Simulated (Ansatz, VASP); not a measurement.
# Two plane-wave programs on GaP

File INCAR:

```
SYSTEM = GaP
PREC     = Accurate       ! precision mode
ENCUT    = 520            ! plane-wave cutoff, eV
EDIFF    = 1E-7           ! SCF threshold, eV
ISMEAR   = 0              ! smearing method
SIGMA    = 0.05           ! smearing width, eV
LREAL    = .FALSE.        ! projectors in reciprocal space
LASPH    = .TRUE.         ! aspherical terms in the spheres
NELM     = 60             ! most SCF steps
ALGO     = Normal         ! electronic algorithm
ISIF     = 2              ! what is computed and relaxed
LWAVE    = .FALSE.        ! write WAVECAR
LCHARG   = .FALSE.        ! write CHGCAR
GGA      = CA             ! functional
NBANDS   = 26             ! bands
```

KPOINTS

```
regular mesh
0
G
  12 12 12
  0 0 0
```

Contents of POSCAR:

```
GaP
1.0
    1.9696351296      1.1371693723      6.2581577640
   -1.9696351296      1.1371693723      6.2581577640
    0.0000000000     -2.2743387446      6.2581577640
Ga P
2 2
Direct
    0.4353720000      0.4353720000      0.4353720000
    0.5646280000      0.5646280000      0.5646280000
    0.0573890000      0.0573890000      0.0573890000
    0.9426110000      0.9426110000      0.9426110000
```

Input for Ansatz:

```yaml
crystal:
  lattice:
    - [1.9696351296, 1.1371693723, 6.258157764]
    - [-1.9696351296, 1.1371693723, 6.258157764]
    - [0.0, -2.2743387446, 6.258157764]
  atoms:
    - { symbol: Ga, position: [0.435372, 0.435372, 0.435372] }
    - { symbol: Ga, position: [0.564628, 0.564628, 0.564628] }
    - { symbol: P, position: [0.057389, 0.057389, 0.057389] }
    - { symbol: P, position: [0.942611, 0.942611, 0.942611] }
basis:
  ecutwfc: 420
kpoints:
  mp_grid: { grid: [12, 12, 12] }
hamiltonian:
  xc: lda
scf:
  occupations: { method: gaussian, width: 0.05 }
output:
  forces: true
  stress: true
  eigenvalues: true
```

Alike in both runs: task single point; functional LDA; k mesh 12 × 12 × 12; occupations gaussian, width 0.05 eV; no spin polarisation.

|  | VASP | Ansatz |
| --- | --- | --- |
| version | VASP 6.6.1 | Ansatz 0.2.0 |
| potentials or method | VASP PAW LDA potentials, release 64 (Ga_d, P), cutoff 520 eV | scalar-relativistic, plane waves, PAW |
| valence electrons in the cell | 36 | 36 |

|  | VASP | Ansatz | Ansatz less VASP |
| --- | --- | --- | --- |
| gap on the k mesh at the Fermi level (eV) | 0.62 | 0.62 | -0.007 |
| least direct gap on the mesh (eV) | 0.66 | 0.65 | -0.007 |
| pressure (GPa) | -4.2 | -4.2 | -0.05 |
| traceless stress, the component that is largest in VASP (GPa) | 5.21 | 5.26 | +0.043 |
| rms of the force components (eV/Å) | 0.267 | 0.284 | +0.0167 |

LDA's correlation is that of Perdew and Zunger in VASP and of Perdew and Wang (1992) in Ansatz. Atom by atom the forces differ by 0.018 eV/Å (rms over components).
